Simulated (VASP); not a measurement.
A run of VASP 6.6.1 is set up as follows.

INCAR

```
SYSTEM = ZnSe
PREC     = Accurate       ! precision mode
ENCUT    = 600            ! plane-wave cutoff, eV
EDIFF    = 1E-7           ! SCF threshold, eV
ISMEAR   = 0              ! smearing method
SIGMA    = 0.01           ! smearing width, eV
LREAL    = .FALSE.        ! projectors in reciprocal space
LASPH    = .TRUE.         ! aspherical terms in the spheres
NELM     = 60             ! most SCF steps
ALGO     = Normal         ! electronic algorithm
ISIF     = 3              ! what is computed and relaxed
LWAVE    = .FALSE.        ! write WAVECAR
LCHARG   = .FALSE.        ! write CHGCAR
GGA      = PE             ! functional
IBRION   = 2              ! ionic algorithm
NSW      = 80             ! ionic steps
EDIFFG   = -0.001         ! ionic threshold
PSTRESS  = 350.0
```

The input KPOINTS:

```
regular mesh
0
G
  10 10 10
  0 0 0
```

POSCAR

```
ZnSe
1.0
    0.0000000000      2.6805296698      2.6805296698
    2.6805296698      0.0000000000      2.6805296698
    2.6805296698      2.6805296698      0.0000000000
Zn Se
1 1
Direct
    0.0000000000      0.0000000000      0.0000000000
    0.7500000000      0.7500000000      0.7500000000
```

Potentials or basis: VASP PAW PBE potentials, release 64 (Zn, Se).

Launch:

```bash
$ cat potpaw_PBE.64/Zn/POTCAR potpaw_PBE.64/Se/POTCAR > POTCAR
$ mpirun -np 1 vasp_std > vasp.out
```

Question: Estimate the band gap on the k mesh.

Answer: 2.22 eV, indirect (least direct gap 2.49 eV).

Question: What does it give for the relaxed cell?

Answer: a = 3.663 Å, b = 3.663 Å, c = 3.663 Å, α = 60.00°, β = 60.00°, γ = 60.00°.

Question: Estimate the space group after relaxing (to 0.05 Å).

Answer: F-43m (No. 216).

Question: Predict the relaxed volume.

Answer: 17.37 Å³/atom.

Final structure:
```
Zn Se
1.0
     0.00000    2.58983    2.58983
     2.58983    0.00000    2.58983
     2.58983    2.58983    0.00000
Zn Se
1 1
Direct
  0.00000 0.00000 0.00000
  0.75000 0.75000 0.75000
```

Caveat: the cell is relaxed towards a set pressure, so the enthalpy falls and the energy may rise. PBE gaps usually lie below the measured ones, often by a third to a half.
